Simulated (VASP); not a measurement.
# As (Pm-3m) in VASP: further runs, part 3 of 3

VASP 6.6.1. Earlier steps stand in the parts before.

## (5) Single point, PBE

This run uses another cell than the first one, of 20.33 Å³/atom, 1.471 times its volume.

Contents of INCAR:

```
SYSTEM = As
ALGO = Normal
EDIFF = 1E-6
ENCUT = 520
GGA = PE
ISIF = 2
ISMEAR = -1
LASPH = .True.
LCHARG = .False.
LREAL = .False.
LWAVE = .False.
NBANDS = 8
NELM = 80
PREC = Accurate
SIGMA = 0.08
```

Contents of KPOINTS:

```
k-points
0
Gamma
  15 15 15
  0 0 0
```

Contents of POSCAR:

```
As
1.0
    2.7291078612      0.0000000000      0.0000000000
    0.0000000000      2.7291078612      0.0000000000
    0.0000000000      0.0000000000      2.7291078612
As
1
Direct
    0.0000000000      0.0000000000      0.0000000000
```

Potentials or basis: VASP PAW PBE potentials, release 64 (As).

The run is started by

```bash
$ cat potpaw_PBE.64/As/POTCAR > POTCAR
$ mpirun -np 1 vasp_std > vasp.out
```

OUTCAR:

```text
SYSTEM = As
   EDIFF = 1E-6
   ENCUT = 520
   GGA = PE
   ISIF = 2
   ISMEAR = -1
   LASPH = .True.
   LREAL = .False.
   NELM = 80
   PREC = Accurate

 ion  position               nearest neighbor table
   1  0.000  0.000  0.000-

  LATTYP: Found a simple cubic cell.
 ALAT       =     2.7291078612

  Lattice vectors:

 A1 = (   2.7291078612,   0.0000000000,   0.0000000000)
 A2 = (   0.0000000000,   2.7291078612,   0.0000000000)
 A3 = (   0.0000000000,   0.0000000000,   2.7291078612)

Analysis of symmetry for initial positions (statically):
=====================================================================
 Subroutine PRICEL returns:
 Original cell was already a primitive cell.

 Routine SETGRP: Setting up the symmetry group for a
 simple cubic supercell.

 Subroutine GETGRP returns: Found 48 space group operations
 (whereof 48 operations were pure point group operations)
 out of a pool of 48 trial point group operations.

The static configuration has the point symmetry O_h .

Analysis of symmetry for dynamics (positions and initial velocities):
=====================================================================
 Subroutine PRICEL returns:
 Original cell was already a primitive cell.

 Routine SETGRP: Setting up the symmetry group for a
 simple cubic supercell.

 Subroutine GETGRP returns: Found 48 space group operations
 (whereof 48 operations were pure point group operations)
 out of a pool of 48 trial point group operations.

The dynamic configuration has the point symmetry O_h .

 Subroutine INISYM returns: Found 48 space group operations
 (whereof 48 operations are pure point group operations),
 and found     1 'primitive' translations

----------------------------------------------------------------------------------------

                                     Primitive cell

  volume of cell :      20.3265

  direct lattice vectors                    reciprocal lattice vectors
     2.729107861  0.000000000  0.000000000     0.366420109  0.000000000  0.000000000
     0.000000000  2.729107861  0.000000000     0.000000000  0.366420109  0.000000000
     0.000000000  0.000000000  2.729107861     0.000000000  0.000000000  0.366420109

  length of vectors
     2.729107861  2.729107861  2.729107861     0.366420109  0.366420109  0.366420109

  position of ions in fractional coordinates (direct lattice)
     0.000000000  0.000000000  0.000000000

  ion indices of the primitive-cell ions
   primitive index   ion index
                 1           1

----------------------------------------------------------------------------------------

 KPOINTS: k-points

Automatic generation of k-mesh.
 Grid dimensions read from file:
 generate k-points for:   15   15   15

 Generating k-lattice:

  Cartesian coordinates                     Fractional coordinates (reciprocal lattice)
     0.024428007  0.000000000  0.000000000     0.066666667  0.000000000  0.000000000
     0.000000000  0.024428007  0.000000000     0.000000000  0.066666667  0.000000000
     0.000000000  0.000000000  0.024428007     0.000000000  0.000000000  0.066666667

  Length of vectors
     0.024428007  0.024428007  0.024428007

  Shift w.r.t. Gamma in fractional coordinates (k-lattice)
     0.000000000  0.000000000  0.000000000

 Subroutine IBZKPT returns following result:
 ===========================================

 Found    120 irreducible k-points:

 Following reciprocal coordinates:
            Coordinates               Weight
  0.000000  0.000000  0.000000      1.000000
  0.066667  0.000000  0.000000      6.000000
  0.133333  0.000000  0.000000      6.000000
  0.200000  0.000000  0.000000      6.000000
  0.266667  0.000000  0.000000      6.000000
  0.333333  0.000000  0.000000      6.000000
[... 16 lines left out ...]
  0.266667  0.200000  0.000000     24.000000
  0.333333  0.200000  0.000000     24.000000
 [... further k-points ...]
   k-points           NKPTS =    120   k-points in BZ     NKDIM =    120   number of bands    NBANDS=      8
   number of dos      NEDOS =    301   number of ions     NIONS =      1
   total plane-waves  NPLWV =   8000
   dimension x,y,z NGX =    20 NGY =   20 NGZ =   20
   dimension x,y,z NGXF=    40 NGYF=   40 NGZF=   40
   ions per type =               1
   NGX,Y,Z   is equivalent  to a cutoff of  12.18, 12.18, 12.18 a.u.
   NGXF,Y,Z  is equivalent  to a cutoff of  24.37, 24.37, 24.37 a.u.
 SYSTEM =  As
   PREC   = accura    normal or accurate (medium, high low for compatibility)
   ISTART =      0    job   : 0-new  1-cont  2-samecut
   ICHARG =      2    charge: 1-file 2-atom 10-const
   ISPIN  =      1    spin polarized calculation?
   LNONCOLLINEAR =      F non collinear calculations
   LSORBIT =      F    spin-orbit coupling
   LASPH  =      T    aspherical Exc in radial PAW
   ENCUT  =  520.0 eV  38.22 Ry    6.18 a.u.   5.07  5.07  5.07*2*pi/ulx,y,z
   NELM   =     80;   NELMIN=  2; NELMDL= -5     # of ELM steps
   EDIFF  = 0.1E-05   stopping-criterion for ELM
   LREAL  =      F    real-space projection
   EDIFFG = 0.1E-04   stopping-criterion for IOM
   NSW    =      0    number of steps for IOM
   IBRION =     -1    ionic relax: 0-MD 1-quasi-New 2-CG
   NFREE  =      0    steps in history (QN), initial steepest desc. (CG)
   ISIF   =      2    stress and relaxation
   ISYM   =      2    0-nonsym 1-usesym 2-fastsym
   POTIM  = 0.5000    time-step for ionic-motion
   TEBEG  =    0.0;   TEEND  =   0.0 temperature during run
   PSTRESS=    0.0 pullay stress
   NELECT =       5.0000    total number of electrons
   NUPDOWN=      -1.0000    fix difference up-down
   EMIN   =  10.00;   EMAX   =-10.00  energy-range for DOS
   EFERMI =   0.00;   METHOD = LEGACY
   ISMEAR =    -1;   SIGMA  =   0.08  broadening in eV -4-tet -1-fermi 0-gaus
   EFERMI_NEDOS =   21; number of points for ismear=-14 and -15
   IALGO  =     38    algorithm
   IMIX   =      4    mixing-type and parameters
     AMIX     =   0.40;   BMIX     =  1.00
     AMIX_MAG =   1.60;   BMIX_MAG =  1.00
  volume/ion in A,a.u.               =      20.33       137.17
  Fermi-wavevector in a.u.,A,eV,Ry     =   1.025756  1.938398 14.315719  1.052176
  Thomas-Fermi vector in A             =   2.159613
   LORBIT       =      0    0 simple, 1 ext, 2 COOP (PROOUT), +10 PAW based schemes
   GGA     = PE    functional components
   LHFCALC =     F    Hartree Fock is set to
   AEXX    =    0.0000 exact exchange contribution
   IVDW    =     0    specifies the selected vdW correction
   LEPSILON=     F    determine dielectric tensor
   LRPA    =     F    only Hartree local field effects (RPA)
 non-spin polarized calculation
  energy-cutoff  :      520.00
  volume of cell :       20.33
 maximum number of plane-waves:       558
   NGX = 11   NGY = 11   NGZ = 11

 number of electron       5.0000001 magnetization

 Free energy of the ion-electron system (eV)
  ---------------------------------------------------
  ext. energy  EPLUGINS =         0.00000000
  ---------------------------------------------------
  free energy    TOTEN  =        -4.56039716 eV

  energy without entropy =       -4.55051944  energy(sigma->0) =       -4.55545830

 E-fermi :   5.6403     XC(G=0): -10.3124

 val. band max:        5.6070658211   @ k =   0.2000   0.2000   0.0000
 cond. band min:       5.6544566561   @ k =   0.4000   0.2667   0.2000
 fundamental gap:      0.0473908350
 Fermi energy:         5.6403271085

 k-point     1 :       0.0000    0.0000    0.0000
  band No.  band energies     occupation
      1      -9.1140      2.00000
      2       9.6632      0.00000
      3       9.6632      0.00000
      4       9.6632      0.00000
      5      14.0888      0.00000
      6      14.0888      0.00000
      7      15.9290      0.00000
      8      30.1717      0.00000

 k-point     2 :       0.0667    0.0000    0.0000
  band No.  band energies     occupation
      1      -9.0343      2.00000
      2       8.6191      0.00000
      3       9.7330      0.00000
      4       9.7330      0.00000
      5      14.1606      0.00000
      6      14.8334      0.00000
      7      16.4434      0.00000
      8      28.8383      0.00000
[... 221 lines left out ...]
 k-point    23 :       0.2667    0.2000    0.0000
  band No.  band energies     occupation
      1      -7.1801      2.00000
      2       3.4667      2.00000
      3       5.8627      0.11690
      4      11.2766      0.00000
      5      16.1949      0.00000
      6      17.4844      0.00000
      7      22.2679      0.00000
      8      23.9183      0.00000

 k-point    24 :       0.3333    0.2000    0.0000
  band No.  band energies     occupation
      1      -6.5558      2.00000
      2       1.8239      2.00000
      3       6.3915      0.00017
      4      11.7325      0.00000
      5      15.3882      0.00000
      6      17.5008      0.00000
      7      22.5465      0.00000
      8      22.6394      0.00000

 [... further k-points ...]
[... 5 lines left out ...]
  --------------------------------------------------------------------------------------
  -------------------------------------------------------------------------------------
  Total        0.0190075      0.0190075      0.0190075     -0.0000000     -0.0000000      0.0000000
  in kB        1.4982162      1.4982162      1.4982162     -0.0000000     -0.0000000      0.0000000
  external PRESSURE =       1.4982162 kB  Pullay stress =       0.0000000 kB

 VOLUME and BASIS-vectors are now :
 -----------------------------------------------------------------------------
  energy-cutoff  :      520.00
  volume of cell :       20.33
      direct lattice vectors                 reciprocal lattice vectors
     2.729107861  0.000000000  0.000000000     0.366420109  0.000000000  0.000000000
     0.000000000  2.729107861  0.000000000     0.000000000  0.366420109  0.000000000
     0.000000000  0.000000000  2.729107861     0.000000000  0.000000000  0.366420109

 POSITION                                       TOTAL-FORCE (eV/Angst)
 -----------------------------------------------------------------------------------
      0.00000      0.00000      0.00000         0.000000      0.000000      0.000000
 -----------------------------------------------------------------------------------
    total drift:                               -0.000000     -0.000000      0.000000

  FREE ENERGIE OF THE ION-ELECTRON SYSTEM (eV)
  ---------------------------------------------------
  free  energy   TOTEN  =        -4.5603971588 eV

  energy  without entropy=       -4.5505194444  energy(sigma->0) =       -4.55545830
```

Wall time 15 s (1 thread of Intel Xeon 8259CL, shared host); peak memory 0.1 GiB.

Results:

```
Free energy : -4.5604 eV
Pressure    : 0.1 GPa
```

## (6) Summary

```csv
cell,gap on the mesh (eV),pressure (GPa)
"a = 2.400 Å, 1 atom",none,72.5
"a = 2.512 Å, 1 atom",none,35.1
"a = 2.615 Å, 1 atom",none,13.7
"a = 2.729 Å, 1 atom",none,0.1
```

Alike in all rows: task single point; level PBE; potentials or basis VASP PAW PBE potentials, release 64 (As); no spin polarisation; k mesh 15 × 15 × 15; cutoff (eV) 520; smearing fermi-dirac 0.08 eV.

Absolute energies hang on the potentials; compare differences alone.
